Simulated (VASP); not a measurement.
# FeGe (P2_13) in VASP: single point with r2SCAN

Aim: the single point of FeGe with r2SCAN.

Everything below comes from runs of VASP 6.6.1. Logs are shortened: lines on timing, memory, paths and dates and some standing lists are left out, and cuts for length are marked.

### 1 The cell of the first run

The structure is cubic, space group P2_13 (No. 198). Conventional cell: a = 4.721 Å, b = 4.721 Å, c = 4.721 Å, α = 90.00°, β = 90.00°, γ = 90.00°. Within 3.1 Å of Fe (site symmetry 3) lie 7 Ge at 2.37 to 2.65 Å and 6 Fe at 2.89 Å. Ge (site symmetry 3) has 7 Fe at 2.37 to 2.65 Å and 6 Ge at 2.92 Å within 3.1 Å.

### 2 Single point, r2SCAN

POSCAR

```
FeGe
1.0
    4.7213184936      0.0000000000      0.0000000000
    0.0000000000      4.7213184936      0.0000000000
    0.0000000000      0.0000000000      4.7213184936
Fe Ge
4 4
Direct
    0.1345289963      0.1345289963      0.1345289963
    0.3654710037      0.8654710037      0.6345289963
    0.6345289963      0.3654710037      0.8654710037
    0.8654710037      0.6345289963      0.3654710037
    0.8447786980      0.8447786980      0.8447786980
    0.6552213020      0.1552213020      0.3447786980
    0.3447786980      0.6552213020      0.1552213020
    0.1552213020      0.3447786980      0.6552213020
```

INCAR.step1

```
SYSTEM = FeGe
PREC = Accurate ; ENCUT = 520
ISMEAR = 0 ; SIGMA = 0.05
LREAL = .FALSE. ; LASPH = .TRUE.
NELM = 100 ; NBANDS = 54
GGA = PE ; ALGO = Normal
EDIFF = 1E-4 ; LWAVE = .TRUE.
LCHARG = .FALSE.
```

INCAR.step2

```
SYSTEM = FeGe
PREC = Accurate ; ENCUT = 520
EDIFF = 1E-6 ; ISMEAR = 0
SIGMA = 0.05 ; LREAL = .FALSE.
LASPH = .TRUE. ; NELM = 100
ALGO = Normal ; ISIF = 2
LWAVE = .FALSE. ; LCHARG = .FALSE.
METAGGA = R2SCAN ; LMIXTAU = .TRUE.
NBANDS = 54 ; ISTART = 1
```

KPOINTS

```
Automatic mesh
0
G
  8 8 8
  0 0 0
```

Potentials or basis: VASP PAW PBE potentials, release 64 (Fe, Ge_d).

Launch:

```sh
> cat potpaw_PBE.64/Fe/POTCAR potpaw_PBE.64/Ge_d/POTCAR > POTCAR
> cp INCAR.step1 INCAR
> mpirun -np 1 vasp_std > vasp.out
> cp INCAR.step2 INCAR
> mpirun -np 1 vasp_std > vasp.out
```

OUTCAR:

```text
SYSTEM = FeGe
   PREC = Accurate
   ENCUT = 520
   EDIFF = 1E-6
   ISMEAR = 0
   LREAL = .FALSE.
   LASPH = .TRUE.
   NELM = 100
   ISIF = 2
   METAGGA = R2SCAN
   ISTART = 1

 ion  position               nearest neighbor table
   1  0.135  0.135  0.135-   5 2.37   6 2.47   7 2.47   8 2.47   7 2.65   8 2.65   6 2.65   2 2.89
                             3 2.89   2 2.89   3 2.89   4 2.89   4 2.89
   2  0.365  0.865  0.635-   6 2.37   5 2.47   7 2.47   8 2.47   7 2.65   8 2.65   5 2.65   1 2.89
                             1 2.89   4 2.89   4 2.89   3 2.89   3 2.89
   3  0.635  0.365  0.865-   7 2.37   6 2.47   5 2.47   8 2.47   8 2.65   6 2.65   5 2.65   4 2.89
                             1 2.89   4 2.89   1 2.89   2 2.89   2 2.89
   4  0.865  0.635  0.365-   8 2.37   6 2.47   7 2.47   5 2.47   6 2.65   5 2.65   7 2.65   3 2.89
                             2 2.89   2 2.89   3 2.89   1 2.89   1 2.89
   5  0.845  0.845  0.845-   1 2.37   2 2.47   3 2.47   4 2.47   3 2.65   4 2.65   2 2.65   6 2.92
                             7 2.92   8 2.92   6 2.92   8 2.92   7 2.92
   6  0.655  0.155  0.345-   2 2.37   1 2.47   3 2.47   4 2.47   3 2.65   4 2.65   1 2.65   8 2.92
                             5 2.92   5 2.92   7 2.92   7 2.92   8 2.92
   7  0.345  0.655  0.155-   3 2.37   2 2.47   1 2.47   4 2.47   4 2.65   2 2.65   1 2.65   8 2.92
                             5 2.92   8 2.92   6 2.92   6 2.92   5 2.92
   8  0.155  0.345  0.655-   4 2.37   2 2.47   3 2.47   1 2.47   2 2.65   1 2.65   3 2.65   7 2.92
                             5 2.92   7 2.92   5 2.92   6 2.92   6 2.92

  LATTYP: Found a simple cubic cell.
 ALAT       =     4.7213184936

  Lattice vectors:

 A1 = (   4.7213184936,   0.0000000000,   0.0000000000)
 A2 = (   0.0000000000,   4.7213184936,   0.0000000000)
 A3 = (   0.0000000000,   0.0000000000,   4.7213184936)

Analysis of symmetry for initial positions (statically):
=====================================================================
 Subroutine PRICEL returns:
 Original cell was already a primitive cell.

 Routine SETGRP: Setting up the symmetry group for a
 simple cubic supercell.

 Subroutine GETGRP returns: Found 12 space group operations
 (whereof  3 operations were pure point group operations)
 out of a pool of 48 trial point group operations.

The static configuration has the point symmetry C_3 .
 The point group associated with its full space group is T   .

Analysis of symmetry for dynamics (positions and initial velocities):
=====================================================================
 Subroutine PRICEL returns:
 Original cell was already a primitive cell.

 Routine SETGRP: Setting up the symmetry group for a
 simple cubic supercell.

 Subroutine GETGRP returns: Found 12 space group operations
 (whereof  3 operations were pure point group operations)
 out of a pool of 48 trial point group operations.

[... 119 lines left out ...]
   ISIF   =      2    stress and relaxation
   ISYM   =      2    0-nonsym 1-usesym 2-fastsym
   POTIM  = 0.5000    time-step for ionic-motion
   TEBEG  =    0.0;   TEEND  =   0.0 temperature during run
   PSTRESS=    0.0 pullay stress
   NELECT =      88.0000    total number of electrons
   NUPDOWN=      -1.0000    fix difference up-down
   EMIN   =  10.00;   EMAX   =-10.00  energy-range for DOS
   EFERMI =   0.00;   METHOD = LEGACY
   ISMEAR =     0;   SIGMA  =   0.05  broadening in eV -4-tet -1-fermi 0-gaus
   EFERMI_NEDOS =   21; number of points for ismear=-14 and -15
   IALGO  =     38    algorithm
   IMIX   =      4    mixing-type and parameters
     AMIX     =   0.40;   BMIX     =  1.00
     AMIX_MAG =   1.60;   BMIX_MAG =  1.00
  volume/ion in A,a.u.               =      13.16        88.78
  Fermi-wavevector in a.u.,A,eV,Ry     =   1.542313  2.914548 32.364564  2.378728
  Thomas-Fermi vector in A             =   2.648135
   LORBIT       =      0    0 simple, 1 ext, 2 COOP (PROOUT), +10 PAW based schemes
   METAGGA = R2SCAN    functional components
   LHFCALC =     F    Hartree Fock is set to
   AEXX    =    0.0000 exact exchange contribution
   IVDW    =     0    specifies the selected vdW correction
   LEPSILON=     F    determine dielectric tensor
   LRPA    =     F    only Hartree local field effects (RPA)
 non-spin polarized calculation
 Gauss-broadening in eV      SIGMA  =   0.05
  energy-cutoff  :      520.00
  volume of cell :      105.24
 maximum number of plane-waves:      2897
   NGX = 17   NGY = 17   NGZ = 17

 number of electron      88.0000024 magnetization

 Free energy of the ion-electron system (eV)
  ---------------------------------------------------
  ext. energy  EPLUGINS =         0.00000000
  ---------------------------------------------------
  free energy    TOTEN  =      -110.84774608 eV

  energy without entropy =     -110.84761246  energy(sigma->0) =     -110.84767927

 E-fermi :   7.5764     XC(G=0): -14.0183

 val. band max:        7.4905362917   @ k =   0.2500   0.0000   0.0000
 cond. band min:       7.6706635240   @ k =   0.3750   0.0000   0.0000
 fundamental gap:      0.1801272323
 Fermi energy:         7.5763501532

 k-point     1 :       0.0000    0.0000    0.0000
  band No.  band energies     occupation
      1     -17.8002      2.00000
      2     -17.8002      2.00000
      3     -17.8002      2.00000
      4     -17.7632      2.00000
      5     -17.7632      2.00000
      6     -17.7632      2.00000
[... 1357 lines left out ...]
     53      11.2093      0.00000
     54      12.0870      0.00000

 [... further k-points ...]
[... 5 lines left out ...]
  --------------------------------------------------------------------------------------
  -------------------------------------------------------------------------------------
  Total       -9.7359006     -9.7359006     -9.7359006     -0.0000000      0.0000000      0.0000000
  in kB     -148.2165899   -148.2165899   -148.2165899     -0.0000000      0.0000000      0.0000000
  external PRESSURE =    -148.2165899 kB  Pullay stress =       0.0000000 kB

 VOLUME and BASIS-vectors are now :
 -----------------------------------------------------------------------------
  energy-cutoff  :      520.00
  volume of cell :      105.24
      direct lattice vectors                 reciprocal lattice vectors
     4.721318494  0.000000000  0.000000000     0.211805241  0.000000000  0.000000000
     0.000000000  4.721318494  0.000000000     0.000000000  0.211805241  0.000000000
     0.000000000  0.000000000  4.721318494     0.000000000  0.000000000  0.211805241

 POSITION                                       TOTAL-FORCE (eV/Angst)
 -----------------------------------------------------------------------------------
      0.63515      0.63515      0.63515        -0.156672     -0.156672     -0.156672
      1.72551      4.08616      2.99581         0.156672      0.156672     -0.156672
      2.99581      1.72551      4.08616        -0.156672      0.156672      0.156672
      4.08616      2.99581      1.72551         0.156672     -0.156672      0.156672
      3.98847      3.98847      3.98847        -0.423669     -0.423669     -0.423669
      3.09351      0.73285      1.62781         0.423669      0.423669     -0.423669
      1.62781      3.09351      0.73285        -0.423669      0.423669      0.423669
      0.73285      1.62781      3.09351         0.423669     -0.423669      0.423669
 -----------------------------------------------------------------------------------
    total drift:                               -0.000000     -0.000000     -0.000000

  FREE ENERGIE OF THE ION-ELECTRON SYSTEM (eV)
  ---------------------------------------------------
  free  energy   TOTEN  =      -110.8477460765 eV

  energy  without entropy=     -110.8476124619  energy(sigma->0) =     -110.84767927
```

OUTCAR.step1:

```text
SYSTEM = FeGe
   PREC = Accurate
   ENCUT = 520
   ISMEAR = 0
   LREAL = .FALSE.
   LASPH = .TRUE.
   NELM = 100
[... 1621 lines left out ...]
      3.09351      0.73285      1.62781         0.386666      0.386666     -0.386666
      1.62781      3.09351      0.73285        -0.386666      0.386666      0.386666
      0.73285      1.62781      3.09351         0.386666     -0.386666      0.386666
 -----------------------------------------------------------------------------------
    total drift:                                0.000000      0.000000     -0.000000

  FREE ENERGIE OF THE ION-ELECTRON SYSTEM (eV)
  ---------------------------------------------------
  free  energy   TOTEN  =       -51.4061576526 eV

  energy  without entropy=      -51.3985095072  energy(sigma->0) =      -51.40233358
```

Wall time 13 min (1 thread of Intel Xeon 8259CL, shared host); peak memory 0.35 GiB.

What came out:

```
Free energy            : -110.8477 eV
Pressure               : -14.8 GPa
Largest force          : 0.734 eV/Å
Band gap on the k mesh : 0.18 eV (least direct gap 0.20 eV)
```

Forces on the atoms (eV/Å):
```
Fe  -0.157 -0.157 -0.157
Fe   0.157  0.157 -0.157
Fe  -0.157  0.157  0.157
Fe   0.157 -0.157  0.157
Ge  -0.424 -0.424 -0.424
Ge   0.424  0.424 -0.424
Ge  -0.424  0.424  0.424
Ge   0.424 -0.424  0.424
```

Caveat: the cell stands under tension; the PAW data sets were made with another functional, which shifts forces and pressure a little. A k mesh can miss the band edges.
